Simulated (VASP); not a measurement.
# ZnS (kscan) (F-43m) in VASP: notebook

ZnS (kscan) is run at these levels: r2SCAN; tasks: single point, relaxation of cell and atoms.

All numbers are computed with VASP 6.6.1; they aren't measurements. Logs are shortened: lines on timing, memory, paths and dates and some standing lists are left out, and cuts for length are marked.

### 1 The cell of the first run

It takes space group F-43m (No. 216, cubic). The conventional cell has a = 5.390 Å, b = 5.390 Å, c = 5.390 Å, α = 90.00°, β = 90.00°, γ = 90.00°. Within 3.1 Å of Zn (site symmetry -43m) lie 4 S at 2.33 Å. Within 3.1 Å of S (site symmetry -43m) lie 4 Zn at 2.33 Å.

### 2 Single point, r2SCAN

File POSCAR:

```
ZnS
1.0
    0.0000000000      2.6951693260      2.6951693260
    2.6951693260      0.0000000000      2.6951693260
    2.6951693260      2.6951693260      0.0000000000
Zn S
1 1
Direct
    0.0000000000      0.0000000000      0.0000000000
    0.7500000000      0.7500000000      0.7500000000
```

File INCAR.step1:

```
ALGO     = Normal         # electronic algorithm
EDIFF    = 1E-4           # SCF threshold, eV
ENCUT    = 520            # plane-wave cutoff, eV
GGA      = PE             # functional
ISMEAR   = 0              # smearing method
LASPH    = True           # aspherical terms in the spheres
LCHARG   = False          # write CHGCAR
LREAL    = False          # projectors in reciprocal space
LWAVE    = True           # write WAVECAR
NBANDS   = 16             # bands
NELM     = 80             # most SCF steps
PREC     = Accurate       # precision mode
SIGMA    = 0.02           # smearing width, eV
```

File INCAR.step2:

```
ALGO     = Normal         # electronic algorithm
EDIFF    = 1E-6           # SCF threshold, eV
ENCUT    = 520            # plane-wave cutoff, eV
ISIF     = 2              # what is computed and relaxed
ISMEAR   = 0              # smearing method
ISTART   = 1            
LASPH    = True           # aspherical terms in the spheres
LCHARG   = True           # write CHGCAR
LELF     = True           # ELF
LMIXTAU  = True         
LREAL    = False          # projectors in reciprocal space
LVHAR    = True         
LWAVE    = False          # write WAVECAR
METAGGA  = R2SCAN         # meta-GGA
NBANDS   = 16             # bands
NELM     = 80             # most SCF steps
PREC     = Accurate       # precision mode
SIGMA    = 0.02           # smearing width, eV
```

File KPOINTS:

```
k-points
0
Gamma
  8 8 8
```

Potentials or basis: VASP PAW PBE potentials, release 64 (Zn, S).

Launch:

```
> cat potpaw_PBE.64/Zn/POTCAR potpaw_PBE.64/S/POTCAR > POTCAR
> cp INCAR.step1 INCAR
> mpirun -np 1 vasp_std > vasp.out
> cp INCAR.step2 INCAR
> mpirun -np 1 vasp_std > vasp.out
```

OUTCAR:

```text
EDIFF = 1E-6
   ENCUT = 520
   ISIF = 2
   ISMEAR = 0
   ISTART = 1
   LASPH = True
   LREAL = False
   METAGGA = R2SCAN
   NELM = 80
   PREC = Accurate

 ion  position               nearest neighbor table
   1  0.000  0.000  0.000-   2 2.33   2 2.33   2 2.33   2 2.33
   2  0.750  0.750  0.750-   1 2.33   1 2.33   1 2.33   1 2.33

  LATTYP: Found a face centered cubic cell.
 ALAT       =     5.3903386520

  Lattice vectors:

 A1 = (   0.0000000000,   2.6951693260,   2.6951693260)
 A2 = (   2.6951693260,   0.0000000000,   2.6951693260)
 A3 = (   2.6951693260,   2.6951693260,   0.0000000000)

Analysis of symmetry for initial positions (statically):
=====================================================================
 Subroutine PRICEL returns:
 Original cell was already a primitive cell.

 Routine SETGRP: Setting up the symmetry group for a
 face centered cubic supercell.

 Subroutine GETGRP returns: Found 24 space group operations
 (whereof 24 operations were pure point group operations)
 out of a pool of 48 trial point group operations.

The static configuration has the point symmetry T_d .

Analysis of symmetry for dynamics (positions and initial velocities):
=====================================================================
 Subroutine PRICEL returns:
 Original cell was already a primitive cell.

 Routine SETGRP: Setting up the symmetry group for a
 face centered cubic supercell.

 Subroutine GETGRP returns: Found 24 space group operations
 (whereof 24 operations were pure point group operations)
 out of a pool of 48 trial point group operations.

The dynamic configuration has the point symmetry T_d .

 Subroutine INISYM returns: Found 24 space group operations
 (whereof 24 operations are pure point group operations),
 and found     1 'primitive' translations

----------------------------------------------------------------------------------------

                                     Primitive cell

  volume of cell :      39.1551

  direct lattice vectors                    reciprocal lattice vectors
     0.000000000  2.695169326  2.695169326    -0.185517101  0.185517101  0.185517101
     2.695169326  0.000000000  2.695169326     0.185517101 -0.185517101  0.185517101
     2.695169326  2.695169326  0.000000000     0.185517101  0.185517101 -0.185517101

  length of vectors
     3.811545014  3.811545014  3.811545014     0.321325045  0.321325045  0.321325045

  position of ions in fractional coordinates (direct lattice)
     0.000000000  0.000000000  0.000000000
     0.750000000  0.750000000  0.750000000

  ion indices of the primitive-cell ions
   primitive index   ion index
                 1           1
                 2           2

----------------------------------------------------------------------------------------

 KPOINTS: k-points

Automatic generation of k-mesh.
 Grid dimensions read from file:
 generate k-points for:    8    8    8

 Generating k-lattice:

  Cartesian coordinates                     Fractional coordinates (reciprocal lattice)
    -0.023189638  0.023189638  0.023189638     0.125000000  0.000000000  0.000000000
     0.023189638 -0.023189638  0.023189638     0.000000000  0.125000000  0.000000000
     0.023189638  0.023189638 -0.023189638     0.000000000  0.000000000  0.125000000

  Length of vectors
     0.040165631  0.040165631  0.040165631

  Shift w.r.t. Gamma in fractional coordinates (k-lattice)
     0.000000000  0.000000000  0.000000000

 Subroutine IBZKPT returns following result:
 ===========================================

 Found     29 irreducible k-points:

 Following reciprocal coordinates:
            Coordinates               Weight
  0.000000  0.000000  0.000000      1.000000
  0.125000  0.000000  0.000000      8.000000
  0.250000  0.000000  0.000000      8.000000
  0.375000  0.000000  0.000000      8.000000
  0.500000  0.000000  0.000000      4.000000
  0.125000  0.125000  0.000000      6.000000
[... 16 lines left out ...]
  0.500000  0.250000  0.125000     48.000000
 -0.375000  0.250000  0.125000     24.000000
 [... further k-points ...]
   k-points           NKPTS =     29   k-points in BZ     NKDIM =     29   number of bands    NBANDS=     16
   number of dos      NEDOS =    301   number of ions     NIONS =      2
   total plane-waves  NPLWV =  21952
   dimension x,y,z NGX =    28 NGY =   28 NGZ =   28
   dimension x,y,z NGXF=    56 NGYF=   56 NGZF=   56
   ions per type =               1   1
   NGX,Y,Z   is equivalent  to a cutoff of  12.21, 12.21, 12.21 a.u.
   NGXF,Y,Z  is equivalent  to a cutoff of  24.43, 24.43, 24.43 a.u.
 SYSTEM =  unknown system
   PREC   = accura    normal or accurate (medium, high low for compatibility)
   ISTART =      1    job   : 0-new  1-cont  2-samecut
   ICHARG =      0    charge: 1-file 2-atom 10-const
   ISPIN  =      1    spin polarized calculation?
   LNONCOLLINEAR =      F non collinear calculations
   LSORBIT =      F    spin-orbit coupling
   LASPH  =      T    aspherical Exc in radial PAW
   ENCUT  =  520.0 eV  38.22 Ry    6.18 a.u.   7.09  7.09  7.09*2*pi/ulx,y,z
   NELM   =     80;   NELMIN=  2; NELMDL=  0     # of ELM steps
   EDIFF  = 0.1E-05   stopping-criterion for ELM
   LREAL  =      F    real-space projection
   EDIFFG = 0.1E-04   stopping-criterion for IOM
   NSW    =      0    number of steps for IOM
   IBRION =     -1    ionic relax: 0-MD 1-quasi-New 2-CG
   NFREE  =      0    steps in history (QN), initial steepest desc. (CG)
   ISIF   =      2    stress and relaxation
   ISYM   =      2    0-nonsym 1-usesym 2-fastsym
   POTIM  = 0.5000    time-step for ionic-motion
   TEBEG  =    0.0;   TEEND  =   0.0 temperature during run
   PSTRESS=    0.0 pullay stress
   NELECT =      18.0000    total number of electrons
   NUPDOWN=      -1.0000    fix difference up-down
   EMIN   =  10.00;   EMAX   =-10.00  energy-range for DOS
   EFERMI =   0.00;   METHOD = LEGACY
   ISMEAR =     0;   SIGMA  =   0.02  broadening in eV -4-tet -1-fermi 0-gaus
   EFERMI_NEDOS =   21; number of points for ismear=-14 and -15
   IALGO  =     38    algorithm
   IMIX   =      4    mixing-type and parameters
     AMIX     =   0.40;   BMIX     =  1.00
     AMIX_MAG =   1.60;   BMIX_MAG =  1.00
  volume/ion in A,a.u.               =      19.58       132.12
  Fermi-wavevector in a.u.,A,eV,Ry     =   1.263484  2.387638 21.720216  1.596391
  Thomas-Fermi vector in A             =   2.396838
   LORBIT       =      0    0 simple, 1 ext, 2 COOP (PROOUT), +10 PAW based schemes
   METAGGA = R2SCAN    functional components
   LHFCALC =     F    Hartree Fock is set to
   AEXX    =    0.0000 exact exchange contribution
   IVDW    =     0    specifies the selected vdW correction
   LEPSILON=     F    determine dielectric tensor
   LRPA    =     F    only Hartree local field effects (RPA)
 non-spin polarized calculation
 Gauss-broadening in eV      SIGMA  =   0.02
  energy-cutoff  :      520.00
  volume of cell :       39.16
 maximum number of plane-waves:      1067
   NGX = 15   NGY = 15   NGZ = 15

 number of electron      18.0000005 magnetization

 Free energy of the ion-electron system (eV)
  ---------------------------------------------------
  ext. energy  EPLUGINS =         0.00000000
  ---------------------------------------------------
  free energy    TOTEN  =       -18.86622092 eV

  energy without entropy =      -18.86622092  energy(sigma->0) =      -18.86622092

 E-fermi :   2.0714     XC(G=0): -10.3226

 val. band max:        1.9024405613   @ k =   0.0000   0.0000   0.0000
 cond. band min:       4.6124424753   @ k =   0.0000   0.0000   0.0000
 fundamental gap:      2.7100019140
 Fermi energy:         2.0713691886

 k-point     1 :       0.0000    0.0000    0.0000
  band No.  band energies     occupation
      1     -11.8277      2.00000
      2      -4.6274      2.00000
      3      -4.6274      2.00000
      4      -4.6274      2.00000
      5      -4.0716      2.00000
      6      -4.0716      2.00000
[... 8 lines left out ...]
     15      14.2153      0.00000
     16      14.4880      0.00000

 k-point     2 :       0.1250    0.0000    0.0000
  band No.  band energies     occupation
      1     -11.7067      2.00000
      2      -4.6243      2.00000
      3      -4.6049      2.00000
      4      -4.6049      2.00000
      5      -4.0733      2.00000
      6      -4.0732      2.00000
[... 8 lines left out ...]
     15      13.6018      0.00000
     16      15.2881      0.00000

 k-point     3 :       0.2500    0.0000    0.0000
  band No.  band energies     occupation
      1     -11.3908      2.00000
      2      -4.5706      2.00000
      3      -4.5549      2.00000
      4      -4.5549      2.00000
      5      -4.0701      2.00000
      6      -4.0700      2.00000
[... 8 lines left out ...]
     15      13.4115      0.00000
     16      14.7185      0.00000

 k-point     4 :       0.3750    0.0000    0.0000
  band No.  band energies     occupation
      1     -11.0326      2.00000
      2      -4.5140      2.00000
      3      -4.5139      2.00000
      4      -4.3390      2.00000
      5      -4.0535      2.00000
      6      -4.0534      2.00000
[... 8 lines left out ...]
     15      14.6028      0.00000
     16      14.6028      0.00000
[... 324 lines left out ...]
 k-point    22 :       0.3750    0.2500    0.1250
  band No.  band energies     occupation
      1     -11.1432      2.00000
      2      -4.5943      2.00000
      3      -4.4837      2.00000
      4      -4.4560      2.00000
      5      -4.0954      2.00000
      6      -4.0325      2.00000
[... 8 lines left out ...]
     15      15.3568      0.00000
     16      17.7429      0.00000

 k-point    23 :       0.5000    0.2500    0.1250
  band No.  band energies     occupation
      1     -10.8438      2.00000
      2      -4.5029      2.00000
      3      -4.4482      2.00000
      4      -4.2911      2.00000
      5      -4.0540      2.00000
      6      -4.0024      2.00000
[... 8 lines left out ...]
     15      16.4578      0.00000
     16      16.9753      0.00000

 k-point    24 :      -0.3750    0.2500    0.1250
  band No.  band energies     occupation
      1     -10.7099      2.00000
      2      -4.4851      2.00000
      3      -4.4257      2.00000
      4      -4.1321      2.00000
      5      -4.0604      2.00000
      6      -3.8027      2.00000
[... 8 lines left out ...]
     15      16.0815      0.00000
     16      16.9499      0.00000

 [... further k-points ...]
[... 5 lines left out ...]
  --------------------------------------------------------------------------------------
  -------------------------------------------------------------------------------------
  Total       -0.0126781     -0.0126781     -0.0126781     -0.0000000     -0.0000000      0.0000000
  in kB       -0.5187704     -0.5187704     -0.5187704     -0.0000000     -0.0000000      0.0000000
  external PRESSURE =      -0.5187704 kB  Pullay stress =       0.0000000 kB

 VOLUME and BASIS-vectors are now :
 -----------------------------------------------------------------------------
  energy-cutoff  :      520.00
  volume of cell :       39.16
      direct lattice vectors                 reciprocal lattice vectors
     0.000000000  2.695169326  2.695169326    -0.185517101  0.185517101  0.185517101
     2.695169326  0.000000000  2.695169326     0.185517101 -0.185517101  0.185517101
     2.695169326  2.695169326  0.000000000     0.185517101  0.185517101 -0.185517101

 POSITION                                       TOTAL-FORCE (eV/Angst)
 -----------------------------------------------------------------------------------
      0.00000      0.00000      0.00000        -0.000000     -0.000000     -0.000000
      4.04275      4.04275      4.04275         0.000000      0.000000      0.000000
 -----------------------------------------------------------------------------------
    total drift:                               -0.000011     -0.000011     -0.000011

  FREE ENERGIE OF THE ION-ELECTRON SYSTEM (eV)
  ---------------------------------------------------
  free  energy   TOTEN  =       -18.8662209154 eV

  energy  without entropy=      -18.8662209154  energy(sigma->0) =      -18.86622092
```

It took 98 s on 1 thread of Intel Xeon 8259CL, shared host; peak memory 0.17 GiB.

Results:

```yaml
Free_energy: -18.8662 eV
Pressure: -0.1 GPa
Band_gap_on_the_k_mesh: 2.71 eV, direct
```

Levels at points of the mesh, in eV from the valence-band top:
```tsv
k point	band 7	band 8	band 9	band 10	band 11	band 12
(0.00, 0.00, 0.00)	0.00	0.00	0.00	2.71	6.90	6.90
(0.50, 0.00, 0.00)	-5.45	-0.90	-0.90	3.83	7.39	7.39
(0.50, 0.50, 0.00)	-4.64	-2.31	-2.31	3.71	4.48	11.82
```

Caveat: the PAW data sets were made with another functional, which shifts forces and pressure a little. r2SCAN opens gaps a little over a GGA but as a rule still falls short of measured ones.

[end of part 1 of 2]
